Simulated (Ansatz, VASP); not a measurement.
**One calculation of PbSe, two programs**

```
Pb Se
1.0
     3.78432    0.00000    0.00000
     0.00000    3.78432    0.00000
     0.00000    0.00000    3.78432
Pb Se
1 1
Cartesian
  0.0000 0.0000 0.0000
  1.8922 1.8922 1.8922
```

Alike in both runs: task relaxation of cell and atoms; functional PBEsol; dispersion D4; k mesh 7 × 7 × 7; occupations fermi-dirac, width 0.05 eV; no spin polarisation.

|  | VASP | Ansatz |
| --- | --- | --- |
| version | VASP 6.6.1 | Ansatz 0.2.0 |
| potentials or method | VASP PAW PBE potentials, release 64 (Pb_d, Se) | Ansatz PAW |
| plane-wave cutoff (eV) | 600 | 420 |
| valence electrons in the cell | 20 | 30 |

|  | VASP | Ansatz | Ansatz less VASP |
| --- | --- | --- | --- |
| gap on the k mesh at the Fermi level, each at its own relaxed structure (eV) | none | none | - |
| relaxed volume (Å³/atom) | 24.76 | 24.74 | -0.020 |
| relaxed cell length with the largest relative difference (Å) | 3.672 | 3.671 | -0.0010 |

VASP's potentials were made for PBE, not for PBEsol. A gap of «none» marks a metal or a gap that the smearing closes. VASP's potentials hold 20 valence electrons a cell and Ansatz's 30, so a difference there can come from the potentials and not from the codes.

Neither program's run includes spin-orbit coupling. Noted on Ansatz's run: the plane-wave basis is chosen anew once the cell has moved, so the energies of steps on either side of that aren't comparable.
